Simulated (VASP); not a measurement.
# NaCl in VASP: notebook

Runs on NaCl. Level: LDA. Tasks: single point.

Program: VASP 6.6.1. These are calculated values, not measurements. Logs are shortened: lines on timing, memory, paths and dates and some standing lists are left out, and cuts for length are marked.

**1. The cell of the first run**

Symmetry: Fm-3m, No. 225, cubic system. The conventional cell has a = 5.464 Å, b = 5.464 Å, c = 5.464 Å, α = 90.00°, β = 90.00°, γ = 90.00°. Within 3.6 Å of Na (site symmetry m-3m) lie 6 Cl at 2.73 Å. Within 3.6 Å of Cl (site symmetry m-3m) lie 6 Na at 2.73 Å.

**2. Single point, LDA**

INCAR reads:

```
PREC = Accurate
ENCUT = 520
EDIFF = 1E-7
ISMEAR = 0
SIGMA = 0.01
LREAL = False
LASPH = True
NELM = 100
ALGO = Normal
ISIF = 2
LWAVE = False
LCHARG = False
GGA = CA
NBANDS = 14
```

KPOINTS reads:

```
regular mesh
0
Gamma
  8 8 8
```

POSCAR reads:

```
NaCl
1.0
    2.7321942157      2.7321942157      0.0000000000
   -2.7321942157      2.7321942157      0.0000000000
    0.0000000000      2.7321942157      2.7321942157
Na Cl
1 1
Direct
    0.0000000000      0.0000000000      0.0000000000
    0.5000000000      0.5000000000      0.0000000000
```

Potentials or basis: VASP PAW LDA potentials, release 64 (Na_pv, Cl).

Command:

```
$ cat potpaw_LDA.64/Na_pv/POTCAR potpaw_LDA.64/Cl/POTCAR > POTCAR
$ mpirun -np 1 vasp_std > vasp.out
```

OUTCAR:

```text
PREC = Accurate
   ENCUT = 520
   EDIFF = 1E-7
   ISMEAR = 0
   LREAL = False
   LASPH = True
   NELM = 100
   ISIF = 2
   GGA = CA

 ion  position               nearest neighbor table
   1  0.000  0.000  0.000-
   2  0.500  0.500  0.000-

  LATTYP: Found a face centered cubic cell.
 ALAT       =     5.4643884314

  Lattice vectors:

 A1 = (   0.0000000000,   2.7321942157,   2.7321942157)
 A2 = (   2.7321942157,   0.0000000000,   2.7321942157)
 A3 = (   2.7321942157,   2.7321942157,   0.0000000000)

Analysis of symmetry for initial positions (statically):
=====================================================================
 Subroutine PRICEL returns:
 Original cell was already a primitive cell.

 Routine SETGRP: Setting up the symmetry group for a
 face centered cubic supercell.

 Subroutine GETGRP returns: Found 48 space group operations
 (whereof 48 operations were pure point group operations)
 out of a pool of 48 trial point group operations.

The static configuration has the point symmetry O_h .

Analysis of symmetry for dynamics (positions and initial velocities):
=====================================================================
 Subroutine PRICEL returns:
 Original cell was already a primitive cell.

 Routine SETGRP: Setting up the symmetry group for a
 face centered cubic supercell.

 Subroutine GETGRP returns: Found 48 space group operations
 (whereof 48 operations were pure point group operations)
 out of a pool of 48 trial point group operations.

The dynamic configuration has the point symmetry O_h .

 Subroutine INISYM returns: Found 48 space group operations
 (whereof 48 operations are pure point group operations),
 and found     1 'primitive' translations

----------------------------------------------------------------------------------------

                                     Primitive cell

  volume of cell :      40.7910

  direct lattice vectors                    reciprocal lattice vectors
     2.732194216  2.732194216  0.000000000     0.183003096  0.183003096 -0.183003096
    -2.732194216  2.732194216  0.000000000    -0.183003096  0.183003096 -0.183003096
     0.000000000  2.732194216  2.732194216     0.000000000  0.000000000  0.366006192

  length of vectors
     3.863906115  3.863906115  3.863906115     0.316970660  0.316970660  0.366006192

  position of ions in fractional coordinates (direct lattice)
     0.000000000  0.000000000  0.000000000
     0.500000000  0.500000000  0.000000000

  ion indices of the primitive-cell ions
   primitive index   ion index
                 1           1
                 2           2

----------------------------------------------------------------------------------------

 KPOINTS: regular mesh

Automatic generation of k-mesh.
 Grid dimensions read from file:
 generate k-points for:    8    8    8

 Generating k-lattice:

  Cartesian coordinates                     Fractional coordinates (reciprocal lattice)
     0.022875387  0.022875387 -0.022875387     0.125000000  0.000000000  0.000000000
    -0.022875387  0.022875387 -0.022875387     0.000000000  0.125000000  0.000000000
     0.000000000  0.000000000  0.045750774     0.000000000  0.000000000  0.125000000

  Length of vectors
     0.039621332  0.039621332  0.045750774

  Shift w.r.t. Gamma in fractional coordinates (k-lattice)
     0.000000000  0.000000000  0.000000000

 Subroutine IBZKPT returns following result:
 ===========================================

 Found     29 irreducible k-points:

 Following reciprocal coordinates:
            Coordinates               Weight
  0.000000  0.000000  0.000000      1.000000
  0.125000  0.000000  0.000000      8.000000
  0.250000  0.000000  0.000000      8.000000
  0.375000  0.000000  0.000000      8.000000
  0.500000  0.000000  0.000000      4.000000
  0.125000  0.125000  0.000000     12.000000
[... 16 lines left out ...]
  0.375000  0.250000  0.125000     48.000000
  0.500000  0.250000  0.125000     24.000000
 [... further k-points ...]
   k-points           NKPTS =     29   k-points in BZ     NKDIM =     29   number of bands    NBANDS=     14
   number of dos      NEDOS =    301   number of ions     NIONS =      2
   total plane-waves  NPLWV =  27000
   dimension x,y,z NGX =    30 NGY =   30 NGZ =   30
   dimension x,y,z NGXF=    60 NGYF=   60 NGZF=   60
   ions per type =               1   1
   NGX,Y,Z   is equivalent  to a cutoff of  12.91, 12.91, 12.91 a.u.
   NGXF,Y,Z  is equivalent  to a cutoff of  25.82, 25.82, 25.82 a.u.
 SYSTEM =  unknown system
   PREC   = accura    normal or accurate (medium, high low for compatibility)
   ISTART =      0    job   : 0-new  1-cont  2-samecut
   ICHARG =      2    charge: 1-file 2-atom 10-const
   ISPIN  =      1    spin polarized calculation?
   LNONCOLLINEAR =      F non collinear calculations
   LSORBIT =      F    spin-orbit coupling
   LASPH  =      T    aspherical Exc in radial PAW
   ENCUT  =  520.0 eV  38.22 Ry    6.18 a.u.   7.18  7.18  7.18*2*pi/ulx,y,z
   NELM   =    100;   NELMIN=  2; NELMDL= -5     # of ELM steps
   EDIFF  = 0.1E-06   stopping-criterion for ELM
   LREAL  =      F    real-space projection
   EDIFFG = 0.1E-05   stopping-criterion for IOM
   NSW    =      0    number of steps for IOM
   IBRION =     -1    ionic relax: 0-MD 1-quasi-New 2-CG
   NFREE  =      0    steps in history (QN), initial steepest desc. (CG)
   ISIF   =      2    stress and relaxation
   ISYM   =      2    0-nonsym 1-usesym 2-fastsym
   POTIM  = 0.5000    time-step for ionic-motion
   TEBEG  =    0.0;   TEEND  =   0.0 temperature during run
   PSTRESS=    0.0 pullay stress
   NELECT =      14.0000    total number of electrons
   NUPDOWN=      -1.0000    fix difference up-down
   EMIN   =  10.00;   EMAX   =-10.00  energy-range for DOS
   EFERMI =   0.00;   METHOD = LEGACY
   ISMEAR =     0;   SIGMA  =   0.01  broadening in eV -4-tet -1-fermi 0-gaus
   EFERMI_NEDOS =   21; number of points for ismear=-14 and -15
   IALGO  =     38    algorithm
   IMIX   =      4    mixing-type and parameters
     AMIX     =   0.40;   BMIX     =  1.00
     AMIX_MAG =   1.60;   BMIX_MAG =  1.00
  volume/ion in A,a.u.               =      20.40       137.64
  Fermi-wavevector in a.u.,A,eV,Ry     =   1.146206  2.166015 17.875168  1.313788
  Thomas-Fermi vector in A             =   2.282891
   LORBIT       =      0    0 simple, 1 ext, 2 COOP (PROOUT), +10 PAW based schemes
   GGA     = CA    functional components
   LHFCALC =     F    Hartree Fock is set to
   AEXX    =    0.0000 exact exchange contribution
   IVDW    =     0    specifies the selected vdW correction
   LEPSILON=     F    determine dielectric tensor
   LRPA    =     F    only Hartree local field effects (RPA)
 non-spin polarized calculation
 Gauss-broadening in eV      SIGMA  =   0.01
  energy-cutoff  :      520.00
  volume of cell :       40.79
 maximum number of plane-waves:      1121
 NGX is ok and might be reduce to    30
   NGX = 15   NGY = 15   NGZ = 15

 number of electron      13.9999993 magnetization

 Free energy of the ion-electron system (eV)
  ---------------------------------------------------
  ext. energy  EPLUGINS =         0.00000000
  ---------------------------------------------------
  free energy    TOTEN  =        -7.38920260 eV

  energy without entropy =       -7.38920260  energy(sigma->0) =       -7.38920260

 E-fermi :  -0.3084     XC(G=0):  -9.1378

 val. band max:       -0.3577998641   @ k =   0.0000   0.0000   0.0000
 cond. band min:       4.7228512904   @ k =   0.0000   0.0000   0.0000
 fundamental gap:      5.0806511546
 Fermi energy:        -0.3084037017

 k-point     1 :       0.0000    0.0000    0.0000
  band No.  band energies     occupation
      1     -20.9854      2.00000
      2     -20.9854      2.00000
      3     -20.9854      2.00000
      4     -13.1816      2.00000
      5      -0.3578      2.00000
      6      -0.3578      2.00000
      7      -0.3578      2.00000
      8       4.7229      0.00000
      9      10.5717      0.00000
     10      10.5717      0.00000
     11      10.5717      0.00000
     12      12.9291      0.00000
     13      12.9291      0.00000
     14      14.4572      0.00000

 k-point     2 :       0.1250    0.0000    0.0000
  band No.  band energies     occupation
      1     -20.9927      2.00000
      2     -20.9859      2.00000
      3     -20.9859      2.00000
      4     -13.1169      2.00000
      5      -0.8138      2.00000
      6      -0.4101      2.00000
      7      -0.4101      2.00000
      8       5.2763      0.00000
      9      10.0146      0.00000
     10      10.7912      0.00000
     11      10.7912      0.00000
     12      12.6743      0.00000
     13      12.6743      0.00000
     14      15.5025      0.00000

 k-point     3 :       0.2500    0.0000    0.0000
  band No.  band energies     occupation
      1     -21.0100      2.00000
      2     -20.9871      2.00000
      3     -20.9871      2.00000
      4     -12.9550      2.00000
      5      -1.6958      2.00000
      6      -0.5313      2.00000
      7      -0.5313      2.00000
      8       6.2569      0.00000
      9       9.5667      0.00000
     10      10.9418      0.00000
     11      10.9418      0.00000
     12      12.9110      0.00000
     13      12.9110      0.00000
     14      15.5485      0.00000
[... 324 lines left out ...]
 k-point    23 :       0.3750    0.2500    0.1250
  band No.  band energies     occupation
      1     -21.0206      2.00000
      2     -20.9977      2.00000
      3     -20.9910      2.00000
      4     -12.7245      2.00000
      5      -2.2255      2.00000
      6      -1.2062      2.00000
      7      -0.8065      2.00000
      8       7.7998      0.00000
      9       9.2258      0.00000
     10       9.5049      0.00000
     11      11.6143      0.00000
     12      13.4992      0.00000
     13      16.0469      0.00000
     14      16.5726      0.00000

 k-point    24 :       0.5000    0.2500    0.1250
  band No.  band energies     occupation
      1     -21.0242      2.00000
      2     -20.9984      2.00000
      3     -20.9923      2.00000
      4     -12.6707      2.00000
      5      -2.3678      2.00000
      6      -1.3028      2.00000
      7      -0.8709      2.00000
      8       7.8538      0.00000
      9       9.2168      0.00000
     10       9.9969      0.00000
     11      11.4151      0.00000
     12      14.1764      0.00000
     13      15.5779      0.00000
     14      16.7212      0.00000

 [... further k-points ...]

------------------------ aborting loop because EDIFF is reached ----------------------------------------

  FORCE on cell =-STRESS in cart. coord.  units (eV):
  Direction    XX          YY          ZZ          XY          YZ          ZX
  --------------------------------------------------------------------------------------
  -------------------------------------------------------------------------------------
  Total       -0.0006636     -0.0006636     -0.0006636      0.0000000      0.0000000     -0.0000000
  in kB       -0.0260627     -0.0260627     -0.0260627      0.0000000      0.0000000     -0.0000000
  external PRESSURE =      -0.0260627 kB  Pullay stress =       0.0000000 kB

 VOLUME and BASIS-vectors are now :
 -----------------------------------------------------------------------------
  energy-cutoff  :      520.00
  volume of cell :       40.79
      direct lattice vectors                 reciprocal lattice vectors
     2.732194216  2.732194216  0.000000000     0.183003096  0.183003096 -0.183003096
    -2.732194216  2.732194216  0.000000000    -0.183003096  0.183003096 -0.183003096
     0.000000000  2.732194216  2.732194216     0.000000000  0.000000000  0.366006192

 POSITION                                       TOTAL-FORCE (eV/Angst)
 -----------------------------------------------------------------------------------
      0.00000      0.00000      0.00000         0.000000     -0.000000      0.000000
      0.00000      2.73219      0.00000        -0.000000      0.000000      0.000000
 -----------------------------------------------------------------------------------
    total drift:                               -0.000000      0.000000      0.000000

  FREE ENERGIE OF THE ION-ELECTRON SYSTEM (eV)
  ---------------------------------------------------
  free  energy   TOTEN  =        -7.3892026002 eV

  energy  without entropy=       -7.3892026002  energy(sigma->0) =       -7.38920260
```

Run time: 29 s. Hardware: 1 thread of AMD EPYC 7R13, shared host; peak memory 0.12 GiB.

What came out:

```yaml
Free_energy: -7.3892 eV
Pressure: 0.0 GPa
Band_gap_on_the_k_mesh: 5.08 eV, direct
```

**3. Single point, LDA (in-plane strain -0.02, then relaxed in part)**

INCAR reads:

```
ALGO = Normal
EDIFF = 1E-6
ENCUT = 520
GGA = CA
ISIF = 2
ISMEAR = 0
LASPH = True
LCHARG = False
LREAL = False
LWAVE = False
NBANDS = 14
NELM = 60
PREC = Accurate
SIGMA = 0.01
```

KPOINTS reads:

```
k-points
0
Gamma
  8 8 8
```

POSCAR reads:

```
NaCl
1.0
    2.6775503314      2.6775503314      0.0000000000
   -2.6775503314      2.6775503314      0.0000000000
    0.0000000000      2.6775503314      2.7529071312
Na Cl
1 1
Direct
    0.0000000000      0.0000000000      0.0000000000
    0.5000000000      0.5000000000      0.0000000000
```

Potentials or basis: VASP PAW LDA potentials, release 64 (Na_pv, Cl).

Command:

```
$ cat potpaw_LDA.64/Na_pv/POTCAR potpaw_LDA.64/Cl/POTCAR > POTCAR
$ mpirun -np 1 vasp_std > vasp.out
```

OUTCAR:

```text
EDIFF = 1E-6
   ENCUT = 520
   GGA = CA
   ISIF = 2
   ISMEAR = 0
   LASPH = True
   LREAL = False
   NELM = 60
   PREC = Accurate

 ion  position               nearest neighbor table
   1  0.000  0.000  0.000-   2 2.68   2 2.68   2 2.68   2 2.68
   2  0.500  0.500  0.000-   1 2.68   1 2.68   1 2.68   1 2.68

  LATTYP: Found a body centered tetragonal cell.
 ALAT       =     3.7866279926
 C/A-ratio  =     1.4540150955

  Lattice vectors:

 A1 = (   2.6775503314,   0.0000000000,  -2.7529071312)
 A2 = (  -2.6775503314,   0.0000000000,  -2.7529071312)
 A3 = (   0.0000000000,   2.6775503314,   2.7529071312)

Analysis of symmetry for initial positions (statically):
=====================================================================
 Subroutine PRICEL returns:
 Original cell was already a primitive cell.

 Routine SETGRP: Setting up the symmetry group for a
 body centered tetragonal supercell.

 Subroutine GETGRP returns: Found 16 space group operations
 (whereof 16 operations were pure point group operations)
 out of a pool of 16 trial point group operations.

The static configuration has the point symmetry D_4h.

Analysis of symmetry for dynamics (positions and initial velocities):
=====================================================================
 Subroutine PRICEL returns:
 Original cell was already a primitive cell.

 Routine SETGRP: Setting up the symmetry group for a
 body centered tetragonal supercell.

 Subroutine GETGRP returns: Found 16 space group operations
 (whereof 16 operations were pure point group operations)
 out of a pool of 16 trial point group operations.

The dynamic configuration has the point symmetry D_4h.

 Subroutine INISYM returns: Found 16 space group operations
 (whereof 16 operations are pure point group operations),
 and found     1 'primitive' translations

----------------------------------------------------------------------------------------

[... 121 lines left out ...]
   LEPSILON=     F    determine dielectric tensor
   LRPA    =     F    only Hartree local field effects (RPA)
 non-spin polarized calculation
 Gauss-broadening in eV      SIGMA  =   0.01
  energy-cutoff  :      520.00
  volume of cell :       39.47
 maximum number of plane-waves:      1077
   NGX = 15   NGY = 15   NGZ = 15

 number of electron      13.9999995 magnetization

 Free energy of the ion-electron system (eV)
  ---------------------------------------------------
  ext. energy  EPLUGINS =         0.00000000
  ---------------------------------------------------
  free energy    TOTEN  =        -7.38005067 eV

  energy without entropy =       -7.38005067  energy(sigma->0) =       -7.38005067

 E-fermi :  -0.0187     XC(G=0):  -9.2843

 val. band max:       -0.1245622277   @ k =   0.0000   0.0000   0.0000
 cond. band min:       5.0919979959   @ k =   0.0000   0.0000   0.0000
 fundamental gap:      5.2165602236
 Fermi energy:        -0.0187420876

 k-point     1 :       0.0000    0.0000    0.0000
  band No.  band energies     occupation
      1     -20.7197      2.00000
      2     -20.7197      2.00000
      3     -20.7192      2.00000
      4     -13.0523      2.00000
      5      -0.1390      2.00000
      6      -0.1390      2.00000
      7      -0.1246      2.00000
      8       5.0920      0.00000
      9      10.6672      0.00000
     10      10.8984      0.00000
     11      10.8984      0.00000
     12      13.0339      0.00000
     13      13.4090      0.00000
     14      14.8109      0.00000
[... 377 lines left out ...]
      1     -20.7572      2.00000
      2     -20.7270      2.00000
      3     -20.7206      2.00000
      4     -12.6920      2.00000
      5      -1.8568      2.00000
      6      -0.6528      2.00000
      7      -0.3471      2.00000
      8       7.2763      0.00000
      9       9.5884      0.00000
     10      10.7830      0.00000
     11      11.5962      0.00000
     12      12.8324      0.00000
     13      14.8026      0.00000
     14      16.7592      0.00000

 [... further k-points ...]

------------------------ aborting loop because EDIFF is reached ----------------------------------------

  FORCE on cell =-STRESS in cart. coord.  units (eV):
  Direction    XX          YY          ZZ          XY          YZ          ZX
  --------------------------------------------------------------------------------------
  -------------------------------------------------------------------------------------
  Total        0.4573234      0.4573234      0.0097973      0.0000000      0.0000000     -0.0000000
  in kB       18.5625290     18.5625290      0.3976694      0.0000000      0.0000000     -0.0000000
  external PRESSURE =      12.5075758 kB  Pullay stress =       0.0000000 kB

 VOLUME and BASIS-vectors are now :
 -----------------------------------------------------------------------------
  energy-cutoff  :      520.00
  volume of cell :       39.47
      direct lattice vectors                 reciprocal lattice vectors
     2.677550331  2.677550331  0.000000000     0.186737853  0.186737853 -0.181626178
    -2.677550331  2.677550331  0.000000000    -0.186737853  0.186737853 -0.181626178
     0.000000000  2.677550331  2.752907131     0.000000000  0.000000000  0.363252356

 POSITION                                       TOTAL-FORCE (eV/Angst)
 -----------------------------------------------------------------------------------
      0.00000      0.00000      0.00000        -0.000000     -0.000000      0.000000
      0.00000      2.67755      0.00000         0.000000      0.000000      0.000000
 -----------------------------------------------------------------------------------
    total drift:                               -0.000000      0.000000     -0.000000

  FREE ENERGIE OF THE ION-ELECTRON SYSTEM (eV)
  ---------------------------------------------------
  free  energy   TOTEN  =        -7.3800506666 eV

  energy  without entropy=       -7.3800506666  energy(sigma->0) =       -7.38005067
```

OSZICAR:

```text
N       E                     dE             d eps       ncg     rms          rms(c)
DAV:   1     0.993366476369E+02    0.99337E+02   -0.70954E+03  1664   0.103E+03
DAV:   2    -0.294113541199E+00   -0.99631E+02   -0.92331E+02  1790   0.276E+02
DAV:   3    -0.746327807814E+01   -0.71692E+01   -0.71300E+01  2138   0.691E+01
DAV:   4    -0.756275688321E+01   -0.99479E-01   -0.99437E-01  1952   0.869E+00
DAV:   5    -0.756468570162E+01   -0.19288E-02   -0.19287E-02  2128   0.125E+00    0.213E+00
DAV:   6    -0.740134831928E+01    0.16334E+00   -0.23757E-01  2092   0.337E+00    0.156E+00
DAV:   7    -0.738176304689E+01    0.19585E-01   -0.52725E-02  2326   0.147E+00    0.101E+00
DAV:   8    -0.738019299172E+01    0.15701E-02   -0.46251E-03  2018   0.650E-01    0.314E-01
DAV:   9    -0.738005705915E+01    0.13593E-03   -0.21722E-04  2072   0.119E-01    0.135E-01
DAV:  10    -0.738005138167E+01    0.56775E-05   -0.84408E-05  2102   0.902E-02    0.705E-03
DAV:  11    -0.738005066657E+01    0.71510E-06   -0.42922E-06  2060   0.248E-02
   1 F= -.73800507E+01 E0= -.73800507E+01  d E =-.257208E-53
```

It took 54 s on 1 thread of AMD EPYC 7R13, shared host; peak memory 0.12 GiB.

Results:

```
Free energy            : -7.3801 eV
Pressure               : 1.3 GPa
Band gap on the k mesh : 5.22 eV, direct
```

Caveat: the cell differs from its parent crystal (in-plane strain -0.02, then relaxed in part).
